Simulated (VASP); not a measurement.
Set up this calculation in VASP 6.6.1, as the native input.

```yaml
Task: single point
Functional: PBEsol
Potentials_or_basis: VASP PAW PBE potentials, release 64 (Y_sv, Se)
Cutoff: 520 eV
k_mesh: 16 × 16 × 16
Occupations: gaussian, width 0.15 eV
Spin: no spin polarisation
Dipole_correction: no
Further_INCAR_settings: ALGO = Normal; EDIFF = 1e-07; NBANDS = 16
```

The structure of YSe lies in POSCAR:

```
YSe
1.0
    1.5212593415      3.8031483537      3.8031483537
    3.8031483537      1.5212593415      3.8031483537
    3.8031483537      3.8031483537      1.5212593415
Y Se
1 1
Direct
    0.0000000000      0.0000000000      0.0000000000
    0.5000000000      0.5000000000      0.5000000000
```

This cell differs from its parent crystal: ratio of the length along [111] to the lengths across it x 2.0, volume and fractional coordinates fixed.

The input as run:

INCAR

```
PREC = Accurate
ENCUT = 520
EDIFF = 1E-7
ISMEAR = 0
SIGMA = 0.15
LREAL = False
LASPH = True
NELM = 80
ALGO = Normal
ISIF = 2
LWAVE = False
LCHARG = False
GGA = PS
NBANDS = 16
```

KPOINTS

```
regular mesh
0
Gamma
  16 16 16
```

Potentials or basis: VASP PAW PBE potentials, release 64 (Y_sv, Se).

Command:

```sh
$ cat potpaw_PBE.64/Y_sv/POTCAR potpaw_PBE.64/Se/POTCAR > POTCAR
$ mpirun -np 1 vasp_std > vasp.out
```

Results of the run:

```json
{
 "Pressure": "-1.3 GPa"
}
```

Caveat: the PAW data sets were made with another functional, which shifts forces and pressure a little.

Run time: 9.5 min on 1 thread of Intel(R) Xeon(R) Platinum 8488C (Sapphire Rapids) (shared host), peak memory 0.55 GiB.
